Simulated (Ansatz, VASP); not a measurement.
Two plane-wave programs on WSe2

File INCAR:

```
  PREC = Accurate
  ENCUT = 520
  EDIFF = 1E-7
  ISMEAR = 0
  SIGMA = 0.05
  LREAL = False
  LASPH = True
  NELM = 80
  ALGO = Normal
  ISIF = 2
  LWAVE = False
  LCHARG = False
  GGA = PE
  NBANDS = 35
```

Contents of KPOINTS:

```
Automatic mesh
0
Gamma
  9 9 2
```

Contents of POSCAR:

```
WSe2
1.0
   -3.3206937274      0.0000000000      0.0000000000
   -1.6603468637     -2.8758051261      0.0000000000
   -2.4905202955     -1.4379025631     15.2573262715
W Se
2 4
Direct
    0.2083333333      0.2083333333      0.2500000000
    0.2916666667      0.2916666667      0.7500000000
    0.0133233716      0.0133233716      0.6400199235
    0.5966567049      0.5966567049      0.1400199235
   -0.0966567049     -0.0966567049      0.8599800765
    0.4866766284      0.4866766284      0.3599800765
```

Input for Ansatz:

```yaml
crystal:
  lattice:
    - [-3.3206937274, 0.0, 0.0]
    - [-1.6603468637, -2.8758051261, 0.0]
    - [-2.4905202955, -1.4379025631, 15.2573262715]
  atoms:
    - { symbol: W, position: [0.2083333333, 0.2083333333, 0.25] }
    - { symbol: W, position: [0.2916666667, 0.2916666667, 0.75] }
    - { symbol: Se, position: [0.0133233716, 0.0133233716, 0.6400199235] }
    - { symbol: Se, position: [0.5966567049, 0.5966567049, 0.1400199235] }
    - { symbol: Se, position: [-0.0966567049, -0.0966567049, 0.8599800765] }
    - { symbol: Se, position: [0.4866766284, 0.4866766284, 0.3599800765] }
basis:
  ecutwfc: 420
kpoints:
  mp_grid: { grid: [9, 9, 2] }
hamiltonian:
  xc: pbe
scf:
  occupations: { method: gaussian, width: 0.05 }
output:
  forces: true
  stress: true
  eigenvalues: true
```

Alike in both runs: task single point; functional PBE; k mesh 9 × 9 × 2; occupations gaussian, width 0.05 eV; no spin polarisation.

```csv
,VASP,Ansatz
version,VASP 6.6.1,Ansatz 0.2.0
potentials or method,"VASP PAW PBE potentials, release 64 (W_sv, Se), cutoff 520 eV","scalar-relativistic, plane waves, PAW"
valence electrons in the cell,52,92
```

VASP gave:

```
gap on the k mesh at the Fermi level (eV)                     : 1.53
least direct gap on the mesh (eV)                             : 1.53
pressure (GPa)                                                : 0.3
traceless stress, the component that is largest in VASP (GPa) : 0.11
rms of the force components (eV/Å)                            : 0.021
```

**Question.** What did Ansatz give for the same quantities?

**Answer.** gap on the k mesh at the Fermi level (eV): 1.54; least direct gap on the mesh (eV): 1.54; pressure (GPa): 0.0; traceless stress, the component that is largest in VASP (GPa): 0.05; rms of the force components (eV/Å): 0.002.

Atom by atom the forces differ by 0.021 eV/Å (rms over components). The functional is the same, so the differences come from potentials, cutoffs and numerics. VASP's potentials hold 52 valence electrons a cell and Ansatz's 92, so a difference there can come from the potentials and not from the codes.

Neither program's run includes spin-orbit coupling.
